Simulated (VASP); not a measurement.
# Li5Ge (P4/mmm) in VASP: notebook, part 2 of 2

VASP 6.6.1.

### Step 3. Relaxation of cell and atoms, PBE

This run uses another cell than the first one, of 18.39 Å³/atom, 1.048 times its volume.

The input, INCAR:

```
PREC = Accurate
ENCUT = 600
EDIFF = 1E-7
ISMEAR = 0
SIGMA = 0.1
LREAL = False
LASPH = True
NELM = 100
ALGO = Normal
ISIF = 3
LWAVE = False
LCHARG = False
GGA = PE
IBRION = 2
NSW = 100
EDIFFG = -0.01
```

The input, KPOINTS:

```
regular mesh
0
Gamma
  10 10 6
```

The input, POSCAR:

```
Li5Ge
1.0
    4.2884947549      0.0000000000      0.0000000000
    0.0000000000      4.2884947549      0.0000000000
    0.0000000000      0.0000000000      5.9998627673
Li Ge
5 1
Direct
    0.0000000000      0.5000000000      0.2361428128
    0.5000000000      0.0000000000      0.2361428128
    0.0000000000      0.5000000000      0.7638571872
    0.5000000000      0.0000000000      0.7638571872
    0.5000000000      0.5000000000      0.5000000000
    0.0000000000      0.0000000000      0.5000000000
```

Potentials or basis: VASP PAW PBE potentials, release 64 (Li_sv, Ge_d).

Launch:

```bash
$ cat potpaw_PBE.64/Li_sv/POTCAR potpaw_PBE.64/Ge_d/POTCAR > POTCAR
$ mpirun -np 1 vasp_std > vasp.out
```

OUTCAR:

```text
PREC = Accurate
   ENCUT = 600
   EDIFF = 1E-7
   ISMEAR = 0
   LREAL = False
   LASPH = True
   NELM = 100
   ISIF = 3
   GGA = PE
   IBRION = 2
   NSW = 100
   EDIFFG = -0.01

 ion  position               nearest neighbor table
   1  0.000  0.500  0.236-   6 2.67   6 2.67
   2  0.500  0.000  0.236-   6 2.67   6 2.67
   3  0.000  0.500  0.764-   6 2.67   6 2.67
   4  0.500  0.000  0.764-   6 2.67   6 2.67
   5  0.500  0.500  0.500-
   6  0.000  0.000  0.500-   1 2.67   2 2.67   3 2.67   4 2.67   1 2.67   3 2.67   2 2.67   4 2.67

  LATTYP: Found a simple tetragonal cell.
 ALAT       =     4.2884947549
 C/A-ratio  =     1.3990603021

  Lattice vectors:

 A1 = (   4.2884947549,   0.0000000000,   0.0000000000)
 A2 = (   0.0000000000,   4.2884947549,   0.0000000000)
 A3 = (   0.0000000000,   0.0000000000,   5.9998627673)

Analysis of symmetry for initial positions (statically):
=====================================================================
 Subroutine PRICEL returns:
 Original cell was already a primitive cell.

 Routine SETGRP: Setting up the symmetry group for a
 simple tetragonal supercell.

 Subroutine GETGRP returns: Found 16 space group operations
 (whereof 16 operations were pure point group operations)
 out of a pool of 16 trial point group operations.

The static configuration has the point symmetry D_4h.

Analysis of symmetry for dynamics (positions and initial velocities):
=====================================================================
 Subroutine PRICEL returns:
 Original cell was already a primitive cell.

 Routine SETGRP: Setting up the symmetry group for a
 simple tetragonal supercell.

 Subroutine GETGRP returns: Found 16 space group operations
 (whereof 16 operations were pure point group operations)
[... 144 lines left out ...]
  energy-cutoff  :      600.00
  volume of cell :      110.34
 maximum number of plane-waves:      3718
 NGX is ok and might be reduce to    36
   NGX = 17   NGY = 17   NGZ = 23

--------------------------------------- Ionic step        1  -------------------------------------------

 number of electron      28.9999954 magnetization

 Free energy of the ion-electron system (eV)
  ---------------------------------------------------
  ext. energy  EPLUGINS =         0.00000000
  ---------------------------------------------------
  free energy    TOTEN  =       -14.88315621 eV

  energy without entropy =      -14.86718165  energy(sigma->0) =      -14.87516893

------------------------ aborting loop because EDIFF is reached ----------------------------------------

  FORCE on cell =-STRESS in cart. coord.  units (eV):
  Direction    XX          YY          ZZ          XY          YZ          ZX
  --------------------------------------------------------------------------------------
  -------------------------------------------------------------------------------------
  Total       -0.2310441     -0.2310441      0.4883883      0.0000000      0.0000000      0.0000000
  in kB       -3.3547057     -3.3547057      7.0912815      0.0000000      0.0000000      0.0000000
  external PRESSURE =       0.1272901 kB  Pullay stress =       0.0000000 kB
[... 101 lines left out ...]
  FREE ENERGIE OF THE ION-ELECTRON SYSTEM (eV)
  ---------------------------------------------------
  free  energy   TOTEN  =       -14.8978823795 eV

  energy  without entropy=      -14.8832187095  energy(sigma->0) =      -14.89055054

[... ionic steps 4 to 10 ...]

--------------------------------------- Ionic step       11  -------------------------------------------

 number of electron      29.0000026 magnetization

------------------------ aborting loop because EDIFF is reached ----------------------------------------
[... 75 lines left out ...]
--------------------------------------- Ionic step       13  -------------------------------------------

 number of electron      29.0000027 magnetization

 Free energy of the ion-electron system (eV)
  ---------------------------------------------------
  ext. energy  EPLUGINS =         0.00000000
  ---------------------------------------------------
  free energy    TOTEN  =       -14.95737832 eV

  energy without entropy =      -14.94627077  energy(sigma->0) =      -14.95182455

 E-fermi :   1.8185     XC(G=0):  -8.0904

 val. band max:        1.8058393209   @ k =   0.3000   0.2000   0.3333
 cond. band min:       1.8220967408   @ k =   0.2000   0.1000   0.5000
 fundamental gap:      0.0162574199
 Fermi energy:         1.8184554093

 k-point     1 :       0.0000    0.0000    0.0000
  band No.  band energies     occupation
      1     -44.4647      2.00000
      2     -44.4543      2.00000
      3     -44.4320      2.00000
      4     -44.4236      2.00000
      5     -44.1545      2.00000
      6     -21.9117      2.00000
[... 481 lines left out ...]
      5     -44.1546      2.00000
      6     -21.9115      2.00000
[... 10 lines left out ...]
     17       5.1438      0.00000
     18       6.0323      0.00000

 [... further k-points ...]
[... 5 lines left out ...]
  --------------------------------------------------------------------------------------
  -------------------------------------------------------------------------------------
  Total       -0.0446666     -0.0446666      0.0550510      0.0000000      0.0000000      0.0000000
  in kB       -0.6849171     -0.6849171      0.8441522      0.0000000      0.0000000      0.0000000
  external PRESSURE =      -0.1752273 kB  Pullay stress =       0.0000000 kB
[... 21 lines left out ...]
  FREE ENERGIE OF THE ION-ELECTRON SYSTEM (eV)
  ---------------------------------------------------
  free  energy   TOTEN  =       -14.9573783190 eV

  energy  without entropy=      -14.9462707725  energy(sigma->0) =      -14.95182455

 reached required accuracy - stopping structural energy minimisation
```

OSZICAR:

```text
N       E                     dE             d eps       ncg     rms          rms(c)
DAV:   1     0.178608299481E+03    0.17861E+03   -0.15933E+04  3094   0.243E+03
[... 131 lines left out ...]
DAV:   2    -0.149596547048E+02    0.62591E-02   -0.22731E-02  4260   0.179E+00    0.335E-01
DAV:   3    -0.149576971046E+02    0.19576E-02   -0.23271E-03  3332   0.595E-01    0.126E-01
DAV:   4    -0.149573857770E+02    0.31133E-03   -0.26754E-04  4710   0.133E-01    0.328E-02
DAV:   5    -0.149573769228E+02    0.88542E-05   -0.83442E-05  4282   0.865E-02    0.119E-02
DAV:   6    -0.149573777605E+02   -0.83765E-06   -0.24788E-06  3782   0.108E-02    0.506E-03
DAV:   7    -0.149573783042E+02   -0.54376E-06   -0.42726E-07  3142   0.486E-03    0.371E-04
DAV:   8    -0.149573783190E+02   -0.14799E-07   -0.46680E-08  1690   0.209E-03
  13 F= -.14957378E+02 E0= -.14951825E+02  d E =-.234608E-02
```

CONTCAR:

```text
Li5Ge
   1.00000000000000
     3.9699534898922813   -0.0000000000000000   -0.0000000000000000
     0.0000000000000000    3.9699534898922813   -0.0000000000000000
    -0.0000000000000000    0.0000000000000000    6.6295526523013750
  Li              Ge
     5     1
Direct
     0.0000000000000000    0.5000000000000000    0.2089447978312014
     0.5000000000000000    0.0000000000000000    0.2089447978312014
     0.0000000000000000    0.5000000000000000    0.7910552021687985
     0.5000000000000000    0.0000000000000000    0.7910552021687985
     0.5000000000000000    0.5000000000000000    0.5000000000000000
     0.0000000000000000    0.0000000000000000    0.5000000000000000

  0.00000000E+00  0.00000000E+00  0.00000000E+00
  0.00000000E+00  0.00000000E+00  0.00000000E+00
  0.00000000E+00  0.00000000E+00  0.00000000E+00
  0.00000000E+00  0.00000000E+00  0.00000000E+00
  0.00000000E+00  0.00000000E+00  0.00000000E+00
  0.00000000E+00  0.00000000E+00  0.00000000E+00
```

It took 22 min on 1 thread of AMD EPYC 7R43 (Zen 3), shared host; peak memory 0.32 GiB.

What came out:

* Free energy: -14.9574 eV
* Relaxed volume: 17.41 Å³/atom
* Relaxed cell: a = 3.970 Å, b = 3.970 Å, c = 6.630 Å, α = 90.00°, β = 90.00°, γ = 90.00°
* Space group after relaxing (to 0.05 Å): P4/mmm (No. 123)
* Energy gained by relaxing: 12.4 meV/atom
* Ionic steps: 13
* Pressure after relaxing: 0.0 GPa
* Largest force after relaxing: 0.004 eV/Å

Forces in eV/Å, atoms in the order of the input:
```
Li   0.000  0.000  0.004
Li   0.000  0.000  0.004
Li   0.000  0.000 -0.004
Li   0.000  0.000 -0.004
Li   0.000  0.000  0.000
Ge   0.000  0.000  0.000
```

Stress tensor (GPa, compression positive):
```
-0.07  0.00  0.00
 0.00 -0.07  0.00
 0.00  0.00  0.08
```

The path:
```tsv
step	energy change (eV)	largest force (eV/Å)	pressure (GPa)	volume (Å³)
1	0.0000	0.0686	0.01	110.34
2	-0.0037	0.0702	0.00	110.37
3	-0.0147	0.0737	-0.08	110.42
4	-0.0336	0.0704	-0.23	110.46
5	-0.0450	0.0703	-0.43	110.28
6	-0.0545	0.0890	-0.09	107.83
7	-0.0578	0.0982	1.08	101.04
8	-0.0620	0.1035	0.48	104.26
9	-0.0670	0.0763	0.45	103.79
10	-0.0714	0.0276	0.42	102.98
11	-0.0719	0.0087	0.41	102.65
12	-0.0738	0.0011	0.15	103.74
13	-0.0742	0.0041	-0.02	104.49
```

Final structure:
```cif
data_structure
_symmetry_space_group_name_H-M 'P 1'
_symmetry_Int_Tables_number 1
_cell_length_a 3.9700
_cell_length_b 3.9700
_cell_length_c 6.6296
_cell_angle_alpha 90.000
_cell_angle_beta 90.000
_cell_angle_gamma 90.000
_cell_volume 104.49
loop_
_atom_site_label
_atom_site_type_symbol
_atom_site_fract_x
_atom_site_fract_y
_atom_site_fract_z
_atom_site_occupancy
Li1 Li 0.00000 0.50000 0.20894 1
Li2 Li 0.50000 0.00000 0.20894 1
Li3 Li 0.00000 0.50000 0.79106 1
Li4 Li 0.50000 0.00000 0.79106 1
Li5 Li 0.50000 0.50000 0.50000 1
Ge1 Ge 0.00000 0.00000 0.50000 1
```

Caveat: the cutoff is under 1.25 times the usual one of these potentials, so pressure, stress and relaxed cells hold a basis-set (Pulay) error.

### Step 4. Single point, PBE

This run uses another cell than the first one, of 15.55 Å³/atom, 0.886 times its volume.

The input, INCAR:

```
SYSTEM = Li5Ge
ALGO = Normal ; EDIFF = 1E-7
ENCUT = 520 ; GGA = PE
ISIF = 2 ; ISMEAR = 0
LASPH = .TRUE. ; LCHARG = .FALSE.
LREAL = .FALSE. ; LWAVE = .FALSE.
NBANDS = 24 ; NELM = 100
PREC = Accurate ; SIGMA = 0.1
```

The input, KPOINTS:

```
k-points
0
G
  4 4 4
  0 0 0
```

The input, POSCAR:

```
Li5Ge
1.0
    4.3070494000      0.0000000000      0.0000000000
    0.0000000000      4.3070494000      0.0000000000
    0.0000000000      0.0000000000      5.0280556700
Li Ge
5 1
Direct
    0.0000000000      0.5000000000      0.2142949000
    0.5000000000      0.0000000000      0.2142949000
    0.0000000000      0.5000000000      0.7857051000
    0.5000000000      0.0000000000      0.7857051000
    0.5000000000      0.5000000000      0.5000000000
    0.0000000000      0.0000000000      0.5000000000
```

Launch:

```bash
$ cat potpaw_PBE.64/Li_sv/POTCAR potpaw_PBE.64/Ge_d/POTCAR > POTCAR
$ mpirun -np 1 vasp_std > vasp.out
```

Run time: 37 s. Hardware: 1 thread of AMD EPYC 7R43 (Zen 3), shared host; peak memory 0.16 GiB.

The run converged. Its results:

* Free energy: -14.3710 eV
* Largest force: 0.536 eV/Å

Forces on the atoms (eV/Å):
```
Li   0.000  0.000  0.536
Li   0.000  0.000  0.536
Li   0.000  0.000 -0.536
Li   0.000  0.000 -0.536
Li   0.000  0.000  0.000
Ge   0.000  0.000  0.000
```

Levels at points of the mesh, in eV from the Fermi level:
| k point | band 11 | band 12 | band 13 | band 14 | band 15 | band 16 | band 17 | band 18 | band 19 | band 20 |
| --- | --- | --- | --- | --- | --- | --- | --- | --- | --- | --- |
| (0.00, 0.00, 0.00) | -8.18 | -1.27 | -1.08 | -1.08 | -0.68 | 2.08 | 3.77 | 5.09 | 5.33 | 5.33 |
| (0.50, 0.00, 0.00) | -7.83 | -3.36 | -0.26 | 0.02 | 0.56 | 0.68 | 2.16 | 2.27 | 3.18 | 5.65 |
| (0.50, 0.50, 0.00) | -7.46 | -2.46 | -2.46 | -1.38 | -0.26 | 2.37 | 2.46 | 2.46 | 2.47 | 5.71 |
| (0.00, 0.00, 0.50) | -8.03 | -3.20 | -0.60 | -0.60 | 2.25 | 2.34 | 2.48 | 2.48 | 3.87 | 4.59 |
| (0.50, 0.00, 0.50) | -7.67 | -2.89 | -2.27 | -1.23 | 0.38 | 3.13 | 3.23 | 4.01 | 4.31 | 4.58 |
| (0.50, 0.50, 0.50) | -7.26 | -2.34 | -2.34 | -2.02 | -0.64 | 0.38 | 1.78 | 1.78 | 7.43 | 8.07 |

Caveat: the k points lie up to 0.36 Å⁻¹ apart; the cutoff is under 1.25 times the usual one of these potentials, so pressure, stress and relaxed cells hold a basis-set (Pulay) error.

### Step 5. Overview

```tsv
task	cell	k mesh	cutoff (eV)	gap on the mesh (eV)
single point	a = 3.972, b = 3.972, c = 6.676 Å, 6 atoms	10 × 10 × 6	520	none
relaxation of cell and atoms	relaxed from a = 4.288, b = 4.288, c = 6.000 Å, 6 atoms	10 × 10 × 6	600	none
single point	a = 4.307, b = 4.307, c = 5.028 Å, 6 atoms	4 × 4 × 4	520	none
```

Alike in all rows: level PBE; potentials or basis VASP PAW PBE potentials, release 64 (Li_sv, Ge_d); no spin polarisation; smearing gaussian 0.1 eV.

Caveats: some runs use coarse meshes; the cutoff is under 1.25 times the usual one of these potentials, so pressure, stress and relaxed cells hold a basis-set (Pulay) error.

Total energies depend on the potentials used, so only differences within one code and one set of settings carry meaning.
